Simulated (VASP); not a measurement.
# TiB2 (P6/mmm) in VASP: vibrations by perturbation theory with LDA

Aim: the vibrations by perturbation theory of TiB2 with LDA.

All numbers are computed with VASP 6.6.1; they aren't measurements. Logs are shortened: lines on timing, memory, paths and dates and some standing lists are left out, and cuts for length are marked.

## (1) The cell of the first run

Symmetry: P6/mmm, No. 191, hexagonal system. The conventional cell has a = 2.994 Å, b = 2.994 Å, c = 3.160 Å, α = 90.00°, β = 90.00°, γ = 120.00°. Within 3.2 Å of Ti (site symmetry 6/mmm) lie 12 B at 2.34 Å and 8 Ti at 2.99 to 3.16 Å. B (site symmetry -6m2) has 3 B at 1.73 Å and 6 Ti at 2.34 Å within 2.4 Å.

## (2) Vibrations by perturbation theory, LDA

Input file INCAR:

```
  PREC = Accurate
  ENCUT = 520
  EDIFF = 1E-8
  ISMEAR = -1
  SIGMA = 0.15
  LREAL = F
  LASPH = T
  NELM = 100
  ALGO = Normal
  ISIF = 2
  LWAVE = F
  LCHARG = T
  GGA = CA
  IBRION = 8
  NSW = 1
```

Input file KPOINTS:

```
regular mesh
0
Gamma
  18 18 14
```

Input file POSCAR:

```
TiB2
1.0
    2.9943680034      0.0000000000      0.0000000000
   -1.4971840017      2.5931987592      0.0000000000
    0.0000000000      0.0000000000      3.1596971884
Ti B
1 2
Direct
    0.0000000000      0.0000000000      0.0000000000
    0.3333333333      0.6666666667      0.5000000000
    0.6666666667      0.3333333333      0.5000000000
```

Potentials or basis: VASP PAW LDA potentials, release 64 (Ti_sv, B).

Started as:

```
$ cat potpaw_LDA.64/Ti_sv/POTCAR potpaw_LDA.64/B/POTCAR > POTCAR
$ mpirun -np 1 vasp_std > vasp.out
```

OUTCAR:

```text
PREC = Accurate
   ENCUT = 520
   EDIFF = 1E-8
   ISMEAR = -1
   LREAL = F
   LASPH = T
   NELM = 100
   ISIF = 2
   GGA = CA
   IBRION = 8
   NSW = 1

 ion  position               nearest neighbor table
   1  0.000  0.000  0.000-   2 2.34   3 2.34   2 2.34   3 2.34   2 2.34   2 2.34   3 2.34   3 2.34
                             3 2.34   3 2.34   2 2.34   2 2.34
   2  0.333  0.667  0.500-   3 1.73   3 1.73   3 1.73   1 2.34   1 2.34   1 2.34   1 2.34   1 2.34
                             1 2.34
   3  0.667  0.333  0.500-   2 1.73   2 1.73   2 1.73   1 2.34   1 2.34   1 2.34   1 2.34   1 2.34
                             1 2.34

  LATTYP: Found a hexagonal cell.
 ALAT       =     2.9943680034
 C/A-ratio  =     1.0552133822

  Lattice vectors:

 A1 = (   2.9943680034,   0.0000000000,   0.0000000000)
 A2 = (  -1.4971840017,   2.5931987592,   0.0000000000)
 A3 = (   0.0000000000,   0.0000000000,   3.1596971884)

Analysis of symmetry for initial positions (statically):
=====================================================================
 Subroutine PRICEL returns:
 Original cell was already a primitive cell.

 Routine SETGRP: Setting up the symmetry group for a
 hexagonal supercell.

 Subroutine GETGRP returns: Found 24 space group operations
 (whereof 24 operations were pure point group operations)
 out of a pool of 24 trial point group operations.

The static configuration has the point symmetry D_6h.

Analysis of symmetry for dynamics (positions and initial velocities):
=====================================================================
 Subroutine PRICEL returns:
 Original cell was already a primitive cell.

 Routine SETGRP: Setting up the symmetry group for a
 hexagonal supercell.

 Subroutine GETGRP returns: Found 24 space group operations
 (whereof 24 operations were pure point group operations)
 out of a pool of 24 trial point group operations.

The dynamic configuration has the point symmetry D_6h.

 Subroutine INISYM returns: Found 24 space group operations
 (whereof 24 operations are pure point group operations),
 and found     1 'primitive' translations

----------------------------------------------------------------------------------------

                                     Primitive cell

  volume of cell :      24.5350

  direct lattice vectors                    reciprocal lattice vectors
     2.994368003  0.000000000  0.000000000     0.333960288  0.192812062  0.000000000
    -1.497184002  2.593198759  0.000000000     0.000000000  0.385624124  0.000000000
     0.000000000  0.000000000  3.159697188     0.000000000  0.000000000  0.316486024

  length of vectors
     2.994368003  2.994368003  3.159697188     0.385624124  0.385624124  0.316486024

  position of ions in fractional coordinates (direct lattice)
     0.000000000  0.000000000  0.000000000
     0.333333333  0.666666667  0.500000000
     0.666666667  0.333333333  0.500000000

  ion indices of the primitive-cell ions
   primitive index   ion index
                 1           1
                 2           2
                 3           3

----------------------------------------------------------------------------------------

 KPOINTS: regular mesh

Automatic generation of k-mesh.
 Grid dimensions read from file:
 generate k-points for:   18   18   14

[... 108 lines left out ...]
  ---------------------------------------------------
  free energy    TOTEN  =       -26.93475255 eV

  energy without entropy =      -26.90595591  energy(sigma->0) =      -26.92035423

 E-fermi :  10.4179     XC(G=0): -13.1697

 val. band max:       10.4147497720   @ k =   0.0556   0.0556   0.4286
 cond. band min:      10.4390165120   @ k =   0.3333   0.1667   0.0000
 fundamental gap:      0.0242667400
 Fermi energy:        10.4179151364

 k-point     1 :       0.0000    0.0000    0.0000
  band No.  band energies     occupation
      1     -45.6926      2.00000
      2     -22.4387      2.00000
      3     -22.0977      2.00000
      4     -22.0977      2.00000
      5      -3.0947      2.00000
      6       7.6739      2.00000
      7       7.6739      2.00000
      8       8.2275      2.00000
      9       8.2714      2.00000
     10      12.4413      0.00000
     11      12.4413      0.00000
     12      14.3412      0.00000
     13      14.3412      0.00000
[... 354 lines left out ...]
  band No.  band energies     occupation
      1     -45.6247      2.00000
      2     -22.5465      2.00000
      3     -22.3558      2.00000
      4     -22.2401      2.00000
      5       0.4862      2.00000
      6       2.1213      2.00000
      7       5.8948      2.00000
      8       7.3243      2.00000
      9       9.2292      1.99928
     10      10.9744      0.04779
     11      12.8414      0.00000
     12      13.6722      0.00000
     13      15.1131      0.00000

 [... further k-points ...]

------------------------ aborting loop because EDIFF is reached ----------------------------------------

  FORCE on cell =-STRESS in cart. coord.  units (eV):
  Direction    XX          YY          ZZ          XY          YZ          ZX
  --------------------------------------------------------------------------------------
  -------------------------------------------------------------------------------------
  Total        0.0887884      0.0887884      0.0872687      0.0000000      0.0000000      0.0000000
  in kB        5.7980261      5.7980261      5.6987899      0.0000000      0.0000000      0.0000000
  external PRESSURE =       5.7649474 kB  Pullay stress =       0.0000000 kB

 VOLUME and BASIS-vectors are now :
 -----------------------------------------------------------------------------
  energy-cutoff  :      520.00
  volume of cell :       24.54
      direct lattice vectors                 reciprocal lattice vectors
     2.994368003  0.000000000  0.000000000     0.333960288  0.192812062  0.000000000
    -1.497184002  2.593198759  0.000000000     0.000000000  0.385624124  0.000000000
     0.000000000  0.000000000  3.159697188     0.000000000  0.000000000  0.316486024

 POSITION                                       TOTAL-FORCE (eV/Angst)
 -----------------------------------------------------------------------------------
      0.00000      0.00000      0.00000         0.000000      0.000000     -0.000000
     -0.00000      1.72880      1.57985         0.000000     -0.000000      0.000000
      1.49718      0.86440      1.57985        -0.000000      0.000000     -0.000000
 -----------------------------------------------------------------------------------
    total drift:                               -0.000000      0.000000      0.000000

  FREE ENERGIE OF THE ION-ELECTRON SYSTEM (eV)
  ---------------------------------------------------
  free  energy   TOTEN  =       -26.9347525481 eV

  energy  without entropy=      -26.9059559098  energy(sigma->0) =      -26.92035423

[... ionic steps 2 to 3 ...]

--------------------------------------- Ionic step        4  -------------------------------------------

------------------------ aborting loop because EDIFF is reached ----------------------------------------
[... 11 lines left out ...]
[... ionic steps 8 to 8 ...]

--------------------------------------- Ionic step        9  -------------------------------------------

 Free energy of the ion-electron system (eV)
  ---------------------------------------------------
  ---------------------------------------------------
  free energy    TOTEN  =        -0.04562474 eV

  energy without entropy =       -0.04562474

------------------------ aborting loop because EDIFF is reached ----------------------------------------

 INTERNAL STRAIN TENSOR  FOR ION    2  DIRECTION 3   (eV/Angst):
 -----------------------------------------------------------------------------
    -0.00116 -0.00000  0.00000
     0.00000 -0.00116  0.00000
    -0.00000 -0.00000 -0.00215

 INTERNAL STRAIN TENSOR FOR ION    3 for displacements in x,y,z  (eV/Angst):
          X           Y           Z          XY          YZ          ZX
  --------------------------------------------------------------------------------
  x    -0.00000    -0.00000     0.00000     3.70178     0.00000     0.00000
  y     3.70178    -3.70178     0.00000     0.00000     0.00000     0.00000
  z     0.00000     0.00000     0.00000    -0.00000    -0.00000     0.00000

 SECOND DERIVATIVES (NOT SYMMETRIZED)
 ------------------------------------
               1X          1Y          1Z          2X          2Y          2Z          3X          3Y          3Z
  1X   -15.694442    0.000000    0.000000    7.847221    0.000000    0.000000    7.847221    0.000000    0.000000
  1Y     0.000000  -15.694442    0.000000    0.000000    7.847221    0.000000    0.000000    7.847221    0.000000
  1Z     0.000000    0.000000  -15.973798    0.000000   -0.000000    7.986899    0.000000    0.000000    7.986899
  2X     7.832122   -0.000000    0.000000  -20.773651    0.000000    0.000000   12.941530    0.000000    0.000000
  2Y     0.000000    7.832122    0.000000    0.000000  -20.773651    0.000000    0.000000   12.941530    0.000000
  2Z     0.000000   -0.000000    7.978429   -0.000000    0.000000  -10.578821   -0.000000   -0.000000    2.600392
  3X     7.832122   -0.000000    0.000000   12.941530    0.000000    0.000000  -20.773651    0.000000    0.000000
  3Y     0.000000    7.832122    0.000000    0.000000   12.941530    0.000000    0.000000  -20.773651    0.000000
  3Z     0.000000   -0.000000    7.978429   -0.000000   -0.000000    2.600392   -0.000000    0.000000  -10.578821

 Eigenvectors and eigenvalues of the dynamical matrix
 ----------------------------------------------------

   1 f  =   27.607720 THz   173.464420 2PiTHz  920.894408 cm-1   114.176304 meV
             X         Y         Z           dx          dy          dz
      0.000000  0.000000  0.000000     0.000000   -0.000000   -0.000000
     -0.000000  1.728799  1.579849     0.707107   -0.000005    0.000000
      1.497184  0.864400  1.579849    -0.707107    0.000005    0.000000
[... 43 lines left out ...]
   9 f/i=    0.007152 THz     0.044937 2PiTHz    0.238561 cm-1     0.029578 meV
             X         Y         Z           dx          dy          dz
      0.000000  0.000000  0.000000     0.376468    0.739432    0.000000
     -0.000000  1.728799  1.579849     0.179061    0.351700    0.000000
      1.497184  0.864400  1.579849     0.179061    0.351700    0.000000

--------------------------------------------------------------------------------------------------------

 ELASTIC MODULI CONTR FROM IONIC RELAXATION (kBar)
 Direction    XX          YY          ZZ          XY          YZ          ZX
 --------------------------------------------------------------------------------
 XX         -53.0823     53.0823      0.0000     -0.0000     -0.0000      0.0000
 YY          53.0823    -53.0823      0.0000      0.0000      0.0000      0.0000
 ZZ           0.0000      0.0000      0.0000      0.0000      0.0000      0.0000
 XY          -0.0000      0.0000      0.0000    -53.0823     -0.0000      0.0000
 YZ          -0.0000      0.0000      0.0000     -0.0000     -0.0000      0.0000
 ZX           0.0000      0.0000      0.0000      0.0000      0.0000      0.0000
 --------------------------------------------------------------------------------
```

Run time: 18 min. Hardware: 1 thread of Intel Xeon Platinum 8488C (Sapphire Rapids), shared host; peak memory 0.93 GiB.

Results:

```yaml
Highest_phonon_frequency_at_Γ: 921 cm⁻¹
```

Phonon frequencies in cm⁻¹ (negative: imaginary):
```tsv
q point	frequencies
(0.000, 0.000, 0.000)	0 0 0 535 535 540 576 921 921
```
